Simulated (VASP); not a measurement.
AlCuC4N4: single point with PBE

AlCuC4N4:

```
Al Cu C N
1.0
     5.86449    0.00000    0.00000
     0.00000    5.86449    0.00000
     0.00000    0.00000    5.86449
Al Cu C N
1 1 4 4
Direct
  0.00000 0.00000 0.00000
  0.50000 0.50000 0.50000
  0.19399 0.19399 0.19399
  0.19399 0.80601 0.80601
  0.80601 0.19399 0.80601
  0.80601 0.80601 0.19399
  0.30859 0.30859 0.30859
  0.30859 0.69141 0.69141
  0.69141 0.30859 0.69141
  0.69141 0.69141 0.30859
```

| Property | Result |
| --- | --- |
| Program | VASP 6.6.1 |
| Task | single point |
| Functional | PBE |
| Potentials or basis | VASP PAW PBE potentials, release 64 (Al, Cu, C, N) |
| Cutoff | 520 eV |
| k mesh | 4 × 4 × 4 |
| Occupations | gaussian, width 0.02 eV |
| Spin | no spin polarisation |
| Dipole correction | no |
| Further INCAR settings | ALGO = Normal; EDIFF = 1e-06; NBANDS = 36 |

| Quantity | Value |
| --- | --- |
| Pressure | 0.4 GPa |
| Largest force | 0.426 eV/Å |
| Band gap on the k mesh | 3.03 eV (least direct gap 3.10 eV) |

Forces in eV/Å, atoms in the order of the input:
```
Al   0.000  0.000  0.000
Cu   0.000  0.000  0.000
C   -0.246 -0.246 -0.246
C   -0.246  0.246  0.246
C    0.246 -0.246  0.246
C    0.246  0.246 -0.246
N    0.215  0.215  0.215
N    0.215 -0.215 -0.215
N   -0.215  0.215 -0.215
N   -0.215 -0.215  0.215
```

Levels at points of the mesh, in eV from the valence-band top:
```csv
k point,band 22,band 23,band 24,band 25,band 26,band 27,band 28,band 29
"(0.00, 0.00, 0.00)",-0.80,-0.20,-0.20,-0.20,3.03,3.03,3.03,3.73
"(0.50, 0.00, 0.00)",-0.70,-0.11,-0.03,-0.03,3.08,3.08,3.23,3.61
"(0.50, 0.50, 0.00)",-0.69,-0.13,0.00,0.00,3.27,3.29,3.29,3.52
"(0.50, 0.50, 0.50)",-0.76,-0.13,-0.13,-0.13,3.37,3.37,3.37,3.83
```

It took 54 s on 1 thread of Intel(R) Xeon(R) 6975P-C (Granite Rapids), with other jobs on the host, peak memory 0.35 GiB.

A k mesh can miss the band edges.
